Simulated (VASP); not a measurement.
PbS (Galena), 2 atoms in the cell. Symmetry: Fm-3m, No. 225, cubic system. Conventional cell: a = 6.048 Å, b = 6.048 Å, c = 6.048 Å, α = 90.00°, β = 90.00°, γ = 90.00°. Pb (site symmetry m-3m) has 6 S at 3.02 Å within 4.0 Å. S (site symmetry m-3m) has 6 Pb at 3.02 Å within 4.0 Å. 

* Program: VASP 6.6.1
* Task: single point
* Functional: HSE06
* Potentials or basis: VASP PAW PBE potentials, release 64 (Pb_d, S)
* Cutoff: 520 eV
* k mesh: 4 × 4 × 4
* Occupations: fermi-dirac, width 0.05 eV
* Spin: no spin polarisation
* Dipole correction: no
* Grid for exact exchange (PRECFOCK): Normal
* Further INCAR settings: ALGO = Normal; EDIFF = 1e-06; NBANDS = 17
* Screening parameter: 0.2079 1/Å

Potentials or basis: VASP PAW PBE potentials, release 64 (Pb_d, S).

The run is started by

```sh
$ cat potpaw_PBE.64/Pb_d/POTCAR potpaw_PBE.64/S/POTCAR > POTCAR
$ cp INCAR.step1 INCAR
$ mpirun -np 1 vasp_std > vasp.out
$ cp INCAR.step2 INCAR
$ mpirun -np 1 vasp_std > vasp.out
```

Hardware: 1 thread of Intel Xeon 6975P-C (shared host).

Problem. How long does it take, and how much memory?

Solution. Wall time 7.8 min on 1 thread of Intel Xeon 6975P-C, on a shared host, peak memory 0.29 GiB. Counts: k points 8.
